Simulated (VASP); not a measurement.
Input of a VASP 6.6.1 run:

File INCAR:

```
PREC = Accurate
ENCUT = 500
EDIFF = 1E-6
ISMEAR = -1
SIGMA = 0.15
LREAL = False
LASPH = True
NELM = 120
ALGO = Normal
ISIF = 2
LWAVE = False
LCHARG = False
GGA = PS
NBANDS = 21
GGA_COMPAT = False
```

The input KPOINTS:

```
Automatic mesh
0
Gamma
  8 8 8
```

Contents of POSCAR:

```
Ge
1.0
   -2.4958980000      2.6508630000      1.4369470000
    2.4958980000     -2.6508630000      1.4369470000
    2.4958980000      2.6508630000     -1.4369470000
Ge
2
Direct
    0.6859430000      0.9359430000      0.7500000000
    0.3140570000      0.0640570000      0.2500000000
```

Potentials or basis: VASP PAW PBE potentials, release 64 (Ge_d).

The run is started by

```sh
$ cat potpaw_PBE.64/Ge_d/POTCAR > POTCAR
$ mpirun -np 1 vasp_std > vasp.out
```

Problem. What does it give for the largest force?

Solution. 0.032 eV/Å.

Problem. What does it give for the band gap on the k mesh?

Solution. Zero (bands 14 and 15 overlap by 5.17 eV).

Problem. Estimate the pressure.

Solution. -2.7 GPa.

Stress tensor (GPa, compression positive):
```
-2.75  0.00  0.00
 0.00 -3.54  0.00
 0.00  0.00 -1.68
```

Caveat: the PAW data sets were made with another functional, which shifts forces and pressure a little.
